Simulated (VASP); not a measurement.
Set up this calculation in VASP 6.6.1, as the native input.

```yaml
Task: single point
Functional: PBE
Potentials_or_basis: VASP PAW PBE potentials, release 64 (Cr_pv)
Cutoff: 500 eV
k_mesh: 16 × 16 × 16
Occupations: fermi-dirac, width 0.0612256 eV
Spin: no spin polarisation
Dipole_correction: no
Further_INCAR_settings: ALGO = Normal; EDIFF = 1e-06; NBANDS = 12
```

The structure of Cr lies in POSCAR:

```
Cr
1.0
    2.3076149368      0.0000000000      0.0000000000
    0.0000000000      2.3076149368      0.0000000000
    0.0000000000      0.0000000000      2.3076149368
Cr
1
Direct
    0.0000000000      0.0000000000      0.0000000000
```

These files were run (other wordings do the same):

INCAR

```
SYSTEM = Cr
  PREC = Accurate
  ENCUT = 500
  EDIFF = 1E-6
  ISMEAR = -1
  SIGMA = 0.06122561905347299
  LREAL = .False.
  LASPH = .True.
  NELM = 120
  ALGO = Normal
  ISIF = 2
  LWAVE = .False.
  LCHARG = .False.
  GGA = PE
  NBANDS = 12
  GGA_COMPAT = .False.
```

KPOINTS

```
Automatic mesh
0
Gamma
  16 16 16
  0 0 0
```

Potentials or basis: VASP PAW PBE potentials, release 64 (Cr_pv).

Run with:

```console
$ cat potpaw_PBE.64/Cr_pv/POTCAR > POTCAR
$ mpirun -np 1 vasp_std > vasp.out
```

Results of the run:

```json
{
  "Pressure": "8.7 GPa",
  "Band gap on the k mesh": "zero (band 6 reaches 11.31 eV, above the bottom of band 7 at 9.46 eV)"
}
```

Caveat: the run has no spin polarisation, though such a crystal can be magnetic.

It took 26 s on 1 thread of Intel Xeon 8259CL, on a shared host, peak memory 0.13 GiB.
